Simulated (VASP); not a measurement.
ZrVSi, 6 atoms in the cell. The structure is tetragonal, space group P4/nmm (No. 129). Conventional cell: a = 3.673 Å, b = 3.673 Å, c = 7.224 Å, α = 90.00°, β = 90.00°, γ = 90.00°. Within 3.7 Å of Zr (site symmetry 4mm) lie 5 Si at 2.72 to 2.86 Å and 4 V at 3.18 Å and 8 Zr at 3.30 to 3.67 Å. V (site symmetry -4m2) has 4 Si at 2.55 Å and 4 V at 2.60 Å and 4 Zr at 3.18 Å within 3.4 Å. Si (site symmetry 4mm) has 4 V at 2.55 Å and 5 Zr at 2.72 to 2.86 Å within 3.4 Å. 

```yaml
Program: VASP 6.6.1
Task: relaxation of cell and atoms
Functional: PBEsol
Potentials_or_basis: VASP PAW PBE potentials, release 64 (Zr_sv, V_sv, Si)
Cutoff: 600 eV
k_mesh: 10 × 10 × 6
Occupations: gaussian, width 0.1 eV
Spin: no spin polarisation
Target_pressure: -2 GPa
Dipole_correction: no
Further_INCAR_settings: ALGO = Fast; EDIFF = 1e-06; IBRION = 2; EDIFFG = -0.008; NSW = 70; ISIF = 3
```

Potentials or basis: VASP PAW PBE potentials, release 64 (Zr_sv, V_sv, Si).

The run is started by

```console
$ cat potpaw_PBE.64/Zr_sv/POTCAR potpaw_PBE.64/V_sv/POTCAR potpaw_PBE.64/Si/POTCAR > POTCAR
$ mpirun -np 1 vasp_std > vasp.out
```

Hardware: 1 thread of Intel(R) Xeon(R) 6975P-C (Granite Rapids), on a shared host.

**Question.** Estimate the wall time of this run.

**Answer.** Wall time 11 min on 1 thread of Intel(R) Xeon(R) 6975P-C (Granite Rapids), on a shared host, peak memory 0.46 GiB. Counts: scf iterations 62, k points 84, ion steps 6.
